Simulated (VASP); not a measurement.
# YNbN2 (P4/mmm) in VASP: further runs

The runs below take YNbN2 through single point, relaxation of cell and atoms, with PBE.

Program: VASP 6.6.1. These are calculated values, not measurements. Logs are shortened: lines on timing, memory, paths and dates and some standing lists are left out, and cuts for length are marked.

**1. The cell of the first run**

The structure is tetragonal, space group P4/mmm (No. 123). The conventional cell has a = 3.511 Å, b = 3.511 Å, c = 4.963 Å, α = 90.00°, β = 90.00°, γ = 90.00°. Within 3.3 Å of Y (site symmetry 4/mmm) lie 6 N at 2.48 Å. Within 3.3 Å of Nb (site symmetry 4/mmm) lie 6 N at 2.48 Å. Within 3.3 Å of N (site symmetry 4/mmm) lie 2 Nb at 2.48 Å and 4 Y at 2.48 Å. N (site symmetry 4/mmm) has 2 Y at 2.48 Å and 4 Nb at 2.48 Å within 3.3 Å.

The cell was generated, and may not be a known phase.

**2. Single point, PBE, collinear spin**

INCAR

```
SYSTEM = YNbN2
PREC = Accurate ; ENCUT = 520
EDIFF = 1E-6 ; ISMEAR = 0
SIGMA = 0.1 ; LREAL = .FALSE.
LASPH = .TRUE. ; NELM = 150
ALGO = Fast ; ISIF = 2
LWAVE = .FALSE. ; LCHARG = .FALSE.
ISPIN = 2 ; MAGMOM = 0 0.15 0 0.01
LORBIT = 11 ; LMAXMIX = 4
GGA = PE ; NBANDS = 29
```

KPOINTS

```
regular mesh
0
G
  6 6 4
  0 0 0
```

POSCAR

```
YNbN2
1.0
    3.5108225400      0.0000000000      0.0000000000
    0.0000000000      3.5108225400      0.0000000000
    0.0000000000      0.0000000000      4.9632600200
Y Nb N
1 1 2
Direct
    0.5000000000      0.5000000000      0.5000000000
    0.0000000000      0.0000000000      0.0000000000
    0.0000000000      0.0000000000      0.5000000000
    0.5000000000      0.5000000000      0.0000000000
```

Potentials or basis: VASP PAW PBE potentials, release 64 (Y_sv, Nb_sv, N).

Run with:

```bash
> cat potpaw_PBE.64/Y_sv/POTCAR potpaw_PBE.64/Nb_sv/POTCAR potpaw_PBE.64/N/POTCAR > POTCAR
> mpirun -np 1 vasp_std > vasp.out
```

OUTCAR:

```text
SYSTEM = YNbN2
   PREC = Accurate
   ENCUT = 520
   EDIFF = 1E-6
   ISMEAR = 0
   LREAL = .FALSE.
   LASPH = .TRUE.
   NELM = 150
   ISIF = 2
   ISPIN = 2
   LORBIT = 11
   GGA = PE

 ion  position               nearest neighbor table
   1  0.500  0.500  0.500-   4 2.48   4 2.48   3 2.48   3 2.48   3 2.48   3 2.48   2 3.51   2 3.51
                             2 3.51   2 3.51   2 3.51   2 3.51   2 3.51   2 3.51
   2  0.000  0.000  0.000-   1 3.51   1 3.51   1 3.51   1 3.51   1 3.51   1 3.51   1 3.51   1 3.51

   3  0.000  0.000  0.500-   1 2.48   1 2.48   1 2.48   1 2.48
   4  0.500  0.500  0.000-   1 2.48   1 2.48

  LATTYP: Found a simple tetragonal cell.
 ALAT       =     3.5108225400
 C/A-ratio  =     1.4137029039

  Lattice vectors:

 A1 = (   3.5108225400,   0.0000000000,   0.0000000000)
 A2 = (   0.0000000000,   3.5108225400,   0.0000000000)
 A3 = (   0.0000000000,   0.0000000000,   4.9632600200)

Analysis of symmetry for initial positions (statically):
=====================================================================
 Subroutine PRICEL returns:
 Original cell was already a primitive cell.

 Routine SETGRP: Setting up the symmetry group for a
 simple tetragonal supercell.

 Subroutine GETGRP returns: Found 16 space group operations
 (whereof 16 operations were pure point group operations)
 out of a pool of 16 trial point group operations.

The static configuration has the point symmetry D_4h.

Analysis of symmetry for dynamics (positions and initial velocities):
=====================================================================
 Subroutine PRICEL returns:
 Original cell was already a primitive cell.

 Routine SETGRP: Setting up the symmetry group for a
 simple tetragonal supercell.

 Subroutine GETGRP returns: Found 16 space group operations
 (whereof 16 operations were pure point group operations)
 out of a pool of 16 trial point group operations.

The dynamic configuration has the point symmetry D_4h.

Analysis of structural, dynamic, and magnetic symmetry:
=====================================================================
 Subroutine PRICEL returns:
 Original cell was already a primitive cell.

 Routine SETGRP: Setting up the symmetry group for a
 simple tetragonal supercell.

 Subroutine GETGRP returns: Found 16 space group operations
 (whereof 16 operations were pure point group operations)
 out of a pool of 16 trial point group operations.

The overall configuration has the point symmetry D_4h.

 Subroutine INISYM returns: Found 16 space group operations
 (whereof 16 operations are pure point group operations),
 and found     1 'primitive' translations

----------------------------------------------------------------------------------------

                                     Primitive cell

  volume of cell :      61.1765

  direct lattice vectors                    reciprocal lattice vectors
     3.510822540  0.000000000  0.000000000     0.284833536  0.000000000  0.000000000
     0.000000000  3.510822540  0.000000000     0.000000000  0.284833536  0.000000000
     0.000000000  0.000000000  4.963260020     0.000000000  0.000000000  0.201480478

  length of vectors
     3.510822540  3.510822540  4.963260020     0.284833536  0.284833536  0.201480478

  position of ions in fractional coordinates (direct lattice)
     0.500000000  0.500000000  0.500000000
     0.000000000  0.000000000  0.000000000
     0.000000000  0.000000000  0.500000000
     0.500000000  0.500000000  0.000000000

  ion indices of the primitive-cell ions
   primitive index   ion index
                 1           1
                 2           2
                 3           3
                 4           4

----------------------------------------------------------------------------------------

 KPOINTS: regular mesh

Automatic generation of k-mesh.
 Grid dimensions read from file:
 generate k-points for:    6    6    4

 Generating k-lattice:

  Cartesian coordinates                     Fractional coordinates (reciprocal lattice)
     0.047472256  0.000000000  0.000000000     0.166666667  0.000000000  0.000000000
     0.000000000  0.047472256  0.000000000     0.000000000  0.166666667  0.000000000
     0.000000000  0.000000000  0.050370119     0.000000000  0.000000000  0.250000000

  Length of vectors
     0.047472256  0.047472256  0.050370119

  Shift w.r.t. Gamma in fractional coordinates (k-lattice)
     0.000000000  0.000000000  0.000000000

 Subroutine IBZKPT returns following result:
 ===========================================

 Found     30 irreducible k-points:

 Following reciprocal coordinates:
            Coordinates               Weight
  0.000000  0.000000  0.000000      1.000000
  0.166667  0.000000  0.000000      4.000000
  0.333333  0.000000  0.000000      4.000000
  0.500000  0.000000  0.000000      2.000000
  0.166667  0.166667  0.000000      4.000000
  0.333333  0.166667  0.000000      8.000000
[... 16 lines left out ...]
  0.333333  0.000000  0.500000      4.000000
  0.500000  0.000000  0.500000      2.000000
 [... further k-points ...]
   k-points           NKPTS =     30   k-points in BZ     NKDIM =     30   number of bands    NBANDS=     29
   number of dos      NEDOS =    301   number of ions     NIONS =      4
   total plane-waves  NPLWV =  31360
   dimension x,y,z NGX =    28 NGY =   28 NGZ =   40
   dimension x,y,z NGXF=    56 NGYF=   56 NGZF=   80
   ions per type =               1   1   2
   NGX,Y,Z   is equivalent  to a cutoff of  13.26, 13.26, 13.40 a.u.
   NGXF,Y,Z  is equivalent  to a cutoff of  26.52, 26.52, 26.80 a.u.
 SYSTEM =  YNbN2
   PREC   = accura    normal or accurate (medium, high low for compatibility)
   ISTART =      0    job   : 0-new  1-cont  2-samecut
   ICHARG =      2    charge: 1-file 2-atom 10-const
   ISPIN  =      2    spin polarized calculation?
   LNONCOLLINEAR =      F non collinear calculations
   LSORBIT =      F    spin-orbit coupling
   LASPH  =      T    aspherical Exc in radial PAW
   ENCUT  =  520.0 eV  38.22 Ry    6.18 a.u.   6.53  6.53  9.23*2*pi/ulx,y,z
   NELM   =    150;   NELMIN=  2; NELMDL= -5     # of ELM steps
   EDIFF  = 0.1E-05   stopping-criterion for ELM
   LREAL  =      F    real-space projection
   EDIFFG = 0.1E-04   stopping-criterion for IOM
   NSW    =      0    number of steps for IOM
   IBRION =     -1    ionic relax: 0-MD 1-quasi-New 2-CG
   NFREE  =      0    steps in history (QN), initial steepest desc. (CG)
   ISIF   =      2    stress and relaxation
   ISYM   =      2    0-nonsym 1-usesym 2-fastsym
   POTIM  = 0.5000    time-step for ionic-motion
   TEBEG  =    0.0;   TEEND  =   0.0 temperature during run
   PSTRESS=    0.0 pullay stress
   NELECT =      34.0000    total number of electrons
   NUPDOWN=      -1.0000    fix difference up-down
   EMIN   =  10.00;   EMAX   =-10.00  energy-range for DOS
   EFERMI =   0.00;   METHOD = LEGACY
   ISMEAR =     0;   SIGMA  =   0.10  broadening in eV -4-tet -1-fermi 0-gaus
   EFERMI_NEDOS =   21; number of points for ismear=-14 and -15
   IALGO  =     68    algorithm
   IMIX   =      4    mixing-type and parameters
     AMIX     =   0.40;   BMIX     =  1.00
     AMIX_MAG =   1.60;   BMIX_MAG =  1.00
  volume/ion in A,a.u.               =      15.29       103.21
  Fermi-wavevector in a.u.,A,eV,Ry     =   1.345983  2.543539 24.649266  1.811670
  Thomas-Fermi vector in A             =   2.473852
   LORBIT       =     11    0 simple, 1 ext, 2 COOP (PROOUT), +10 PAW based schemes
   GGA     = PE    functional components
   LHFCALC =     F    Hartree Fock is set to
   AEXX    =    0.0000 exact exchange contribution
   IVDW    =     0    specifies the selected vdW correction
   LEPSILON=     F    determine dielectric tensor
   LRPA    =     F    only Hartree local field effects (RPA)
 spin polarized calculation
 RMM-DIIS sequential band-by-band and
 Gauss-broadening in eV      SIGMA  =   0.10
  energy-cutoff  :      520.00
  volume of cell :       61.18
 maximum number of plane-waves:      1675
 NGX is ok and might be reduce to    28
   NGX = 13   NGY = 13   NGZ = 19

 number of electron      34.0000006 magnetization       0.0002222

 Free energy of the ion-electron system (eV)
  ---------------------------------------------------
  ext. energy  EPLUGINS =         0.00000000
  ---------------------------------------------------
  free energy    TOTEN  =       -37.08747505 eV

  energy without entropy =      -37.06847950  energy(sigma->0) =      -37.07797728

 E-fermi :   6.8466     XC(G=0): -11.2390

 val. band max:        6.8229152997   @ k =   0.1667   0.1667   0.2500
 cond. band min:       6.8483478246   @ k =   0.3333   0.0000   0.0000
 fundamental gap:      0.0254325249
 Fermi energy:         6.8466276845

 spin component 1

 k-point     1 :       0.0000    0.0000    0.0000
  band No.  band energies     occupation
      1     -49.6614      1.00000
      2     -35.3493      1.00000
      3     -25.5939      1.00000
      4     -25.5939      1.00000
      5     -25.5743      1.00000
      6     -15.4353      1.00000
[... 757 lines left out ...]
     28      15.1531      0.00000
     29      16.4179      0.00000

 [... further k-points ...]

 spin component 2

 k-point     1 :       0.0000    0.0000    0.0000
  band No.  band energies     occupation
      1     -49.6612      1.00000
      2     -35.3493      1.00000
      3     -25.5938      1.00000
      4     -25.5938      1.00000
      5     -25.5741      1.00000
      6     -15.4353      1.00000
[... 757 lines left out ...]
     28      15.1532      0.00000
     29      16.7547      0.00000

 [... further k-points ...]

------------------------ aborting loop because EDIFF is reached ----------------------------------------

  FORCE on cell =-STRESS in cart. coord.  units (eV):
  Direction    XX          YY          ZZ          XY          YZ          ZX
  --------------------------------------------------------------------------------------
  -------------------------------------------------------------------------------------
  Total      -10.8842857    -10.8842857    -11.1369204      0.0000000      0.0000000      0.0000000
  in kB     -285.0530746   -285.0530746   -291.6694304      0.0000000      0.0000000      0.0000000
  external PRESSURE =    -287.2585265 kB  Pullay stress =       0.0000000 kB

 VOLUME and BASIS-vectors are now :
 -----------------------------------------------------------------------------
  energy-cutoff  :      520.00
  volume of cell :       61.18
      direct lattice vectors                 reciprocal lattice vectors
     3.510822540  0.000000000  0.000000000     0.284833536  0.000000000  0.000000000
     0.000000000  3.510822540  0.000000000     0.000000000  0.284833536  0.000000000
     0.000000000  0.000000000  4.963260020     0.000000000  0.000000000  0.201480478

 POSITION                                       TOTAL-FORCE (eV/Angst)
 -----------------------------------------------------------------------------------
      1.75541      1.75541      2.48163         0.000000      0.000000      0.000000
      0.00000      0.00000      0.00000         0.000000      0.000000      0.000000
      0.00000      0.00000      2.48163         0.000000      0.000000      0.000000
      1.75541      1.75541      0.00000         0.000000      0.000000      0.000000
 -----------------------------------------------------------------------------------
    total drift:                                0.000000      0.000000      0.000000

  FREE ENERGIE OF THE ION-ELECTRON SYSTEM (eV)
  ---------------------------------------------------
  free  energy   TOTEN  =       -37.0874750527 eV

  energy  without entropy=      -37.0684794987  energy(sigma->0) =      -37.07797728

 total charge

# of ion       s       p       d       f       tot
--------------------------------------------------
    1        2.167   6.431   1.002   0.087   9.687
    2        2.113   5.973   2.196   0.000  10.283
    3        1.240   2.348   0.000   0.000   3.588
    4        1.240   2.308   0.000   0.000   3.548
--------------------------------------------------
tot          6.760  17.060   3.198   0.087  27.106

 magnetization (x)

# of ion       s       p       d       f       tot
--------------------------------------------------
    1       -0.000  -0.000   0.000   0.000  -0.000
    2        0.000   0.000   0.000   0.000   0.000
    3       -0.000   0.000   0.000   0.000   0.000
    4       -0.000   0.000   0.000   0.000   0.000
--------------------------------------------------
tot         -0.000  -0.000   0.000   0.000   0.000
```

Wall time 3 min (1 thread of Oxide Virtual Turin-like, shared host); peak memory 0.24 GiB.

Results:

| Item | Value |
| --- | --- |
| Free energy | -37.0875 eV |
| Pressure | -28.7 GPa |
| Band gap on the k mesh | zero (filled and empty bands overlap) |
| Net moment | 0.00 μB per cell |
| Valence electrons inside the program's atomic spheres | Y 9.69; Nb 10.28; N 3.59, 3.55 |

Levels at points of the mesh, in eV from the Fermi level:
Spin up:
| k point | band 15 | band 16 | band 17 | band 18 | band 19 | band 20 |
| --- | --- | --- | --- | --- | --- | --- |
| (0.00, 0.00, 0.00) | -1.72 | -1.58 | -1.58 | -0.38 | -0.38 | 0.35 |
| (0.50, 0.00, 0.00) | -3.45 | -3.34 | 0.18 | 0.71 | 0.82 | 1.59 |
| (0.50, 0.50, 0.00) | -2.24 | -2.17 | -2.10 | -2.10 | 1.20 | 1.47 |
| (0.00, 0.00, 0.50) | -2.25 | -2.25 | -2.20 | 0.23 | 0.40 | 1.01 |
| (0.50, 0.00, 0.50) | -3.68 | -3.66 | 0.95 | 0.99 | 1.26 | 4.11 |
| (0.50, 0.50, 0.50) | -3.32 | -3.32 | 0.29 | 0.29 | 1.50 | 1.51 |
Spin down:
```
           k point  band 14  band 15  band 16  band 17  band 18  band 19  band 20  band 21
(0.00, 0.00, 0.00)    -2.46    -1.72    -1.58    -1.58    -0.38    -0.38     0.35     0.70
(0.50, 0.00, 0.00)    -3.54    -3.45    -3.34     0.18     0.71     0.82     1.59     3.00
(0.50, 0.50, 0.00)    -2.24    -2.24    -2.17    -2.10    -2.10     1.20     1.47     1.51
(0.00, 0.00, 0.50)    -2.61    -2.25    -2.25    -2.20     0.23     0.40     1.01     1.01
(0.50, 0.00, 0.50)    -4.37    -3.68    -3.66     0.95     0.99     1.26     4.11     4.14
(0.50, 0.50, 0.50)    -3.69    -3.32    -3.32     0.29     0.29     1.50     1.51     2.56
```

Caveat: the cell stands under tension.

**3. Single point, PBE**

This run uses another cell than the first one, of 12.47 Å³/atom.

INCAR

```
PREC = Accurate ; ENCUT = 520
EDIFF = 1E-6 ; ISMEAR = 0
SIGMA = 0.1 ; LREAL = False
LASPH = True ; NELM = 100
ALGO = Fast ; ISIF = 2
LWAVE = False ; LCHARG = False
GGA = PE ; NBANDS = 25
```

KPOINTS

```
regular mesh
0
Gamma
  14 14 10
```

POSCAR

```
YNbN2
1.0
    3.2899799087      0.0000000000      0.0000000000
    0.0000000000      3.2899799087      0.0000000000
    0.0000000000      0.0000000000      4.6098895214
Y Nb N
1 1 2
Direct
    0.5000000000      0.5000000000      0.5000000000
    0.0000000000      0.0000000000      0.0000000000
    0.0000000000      0.0000000000      0.5000000000
    0.5000000000      0.5000000000      0.0000000000
```

Potentials or basis: VASP PAW PBE potentials, release 64 (Y_sv, Nb_sv, N).

Run with:

```bash
> cat potpaw_PBE.64/Y_sv/POTCAR potpaw_PBE.64/Nb_sv/POTCAR potpaw_PBE.64/N/POTCAR > POTCAR
> mpirun -np 1 vasp_std > vasp.out
```

Wall time 6 min (1 thread of Oxide Virtual Turin-like, shared host); peak memory 0.36 GiB.

It converged, with:

```
Free energy            : -38.3328 eV
Pressure               : -0.3 GPa
Band gap on the k mesh : zero (bands 17 and 18 overlap by 3.64 eV)
```

Levels at points of the mesh, in eV from the Fermi level:
| k point | band 15 | band 16 | band 17 | band 18 | band 19 | band 20 |
| --- | --- | --- | --- | --- | --- | --- |
| (0.00, 0.00, 0.00) | -2.09 | -1.92 | -1.92 | -0.55 | -0.55 | 0.51 |
| (0.50, 0.00, 0.00) | -4.12 | -3.96 | 0.29 | 0.91 | 1.24 | 2.49 |
| (0.50, 0.50, 0.00) | -2.90 | -2.28 | -2.26 | -2.26 | 1.82 | 2.19 |
| (0.00, 0.00, 0.50) | -2.90 | -2.70 | -2.70 | -0.25 | 0.61 | 1.44 |
| (0.50, 0.00, 0.50) | -4.64 | -4.61 | 1.39 | 1.48 | 1.82 | 4.79 |
| (0.50, 0.50, 0.50) | -3.68 | -3.68 | 0.49 | 0.49 | 2.20 | 2.49 |

**4. Relaxation of cell and atoms, PBE**

This run uses another cell than the first one, of 12.47 Å³/atom.

INCAR

```
  ALGO = Fast
  EDIFF = 1E-6
  EDIFFG = -0.01
  ENCUT = 600
  GGA = PE
  IBRION = 2
  ISIF = 3
  ISMEAR = 0
  LASPH = T
  LCHARG = F
  LREAL = F
  LWAVE = F
  NELM = 60
  NSW = 100
  PREC = Accurate
  SIGMA = 0.1
```

KPOINTS

```
k-points
0
Gamma
  14 14 10
```

POSCAR

```
YNbN2
1.0
    3.2832150064      0.0000000000      0.0000000000
    0.0000000000      3.2832150064      0.0000000000
    0.0000000000      0.0000000000      4.6284348111
Y Nb N
1 1 2
Direct
    0.5000000000      0.5000000000      0.5000000000
    0.0000000000      0.0000000000      0.0000000000
    0.0000000000      0.0000000000      0.5000000000
    0.5000000000      0.5000000000      0.0000000000
```

Run with:

```bash
> cat potpaw_PBE.64/Y_sv/POTCAR potpaw_PBE.64/Nb_sv/POTCAR potpaw_PBE.64/N/POTCAR > POTCAR
> mpirun -np 1 vasp_std > vasp.out
```

It took 25 min on 1 thread of Oxide Virtual Turin-like, shared host; peak memory 0.43 GiB.

The run converged. Its results:

* Free energy: -38.3361 eV
* Relaxed volume: 12.45 Å³/atom
* Relaxed cell: a = 3.288 Å, b = 3.288 Å, c = 4.607 Å, α = 90.00°, β = 90.00°, γ = 90.00°
* Space group after relaxing (to 0.1 Å): P4/mmm (No. 123)
* Energy gained by relaxing: 0.4 meV/atom
* Ionic steps: 5
* Pressure after relaxing: 0.0 GPa
* Band gap on the k mesh: zero (bands 17 and 18 overlap by 3.65 eV)

Step by step:
| step | energy change (eV) | largest force (eV/Å) | pressure (GPa) | volume (Å³) |
| --- | --- | --- | --- | --- |
| 1 | 0.0000 | 0.0000 | -0.44 | 49.89 |
| 2 | -0.0010 | 0.0000 | 0.70 | 49.64 |
| 3 | -0.0016 | 0.0000 | 0.26 | 49.74 |
| 4 | -0.0016 | 0.0000 | -0.26 | 49.86 |
| 5 | -0.0016 | 0.0000 | 0.00 | 49.79 |

Final structure:
```
CELL_PARAMETERS angstrom
3.28772 0.00000 0.00000
0.00000 3.28772 0.00000
0.00000 0.00000 4.60674
ATOMIC_POSITIONS crystal
Y 0.50000 0.50000 0.50000
Nb 0.00000 0.00000 0.00000
N 0.00000 0.00000 0.50000
N 0.50000 0.50000 0.00000
```

Levels at points of the mesh, in eV from the Fermi level:
```tsv
k point	band 14	band 15	band 16	band 17	band 18	band 19	band 20	band 21
(0.00, 0.00, 0.00)	-2.91	-2.09	-1.92	-1.92	-0.55	-0.55	0.52	0.75
(0.50, 0.00, 0.00)	-4.22	-4.13	-3.97	0.29	0.91	1.24	2.50	3.20
(0.50, 0.50, 0.00)	-3.05	-2.90	-2.28	-2.25	-2.25	1.83	2.20	2.40
(0.00, 0.00, 0.50)	-3.21	-2.90	-2.70	-2.70	-0.26	0.61	1.45	1.45
(0.50, 0.00, 0.50)	-5.49	-4.65	-4.62	1.39	1.49	1.82	4.80	5.04
(0.50, 0.50, 0.50)	-4.51	-3.68	-3.68	0.49	0.49	2.21	2.50	2.77
```

**5. The runs side by side**

| task | spin | cell | k mesh | cutoff (eV) | gap on the mesh (eV) | pressure (GPa) |
| --- | --- | --- | --- | --- | --- | --- |
| single point | collinear | a = 3.511, b = 3.511, c = 4.963 Å, 4 atoms | 6 × 6 × 4 | 520 | none | -28.7 |
| single point | off | a = 3.290, b = 3.290, c = 4.610 Å, 4 atoms | 14 × 14 × 10 | 520 | none | -0.3 |
| relaxation of cell and atoms | off | relaxed from a = 3.283, b = 3.283, c = 4.628 Å, 4 atoms | 14 × 14 × 10 | 600 | none | 0.0 |

Alike in all rows: level PBE; potentials or basis VASP PAW PBE potentials, release 64 (Y_sv, Nb_sv, N); smearing gaussian 0.1 eV.

Caveats: the cell stands under tension (at least some runs).

Total energies depend on the potentials used, so only differences within one code and one set of settings carry meaning.

The gap in the log of VASP goes by the Fermi energy; the results here count the filled bands.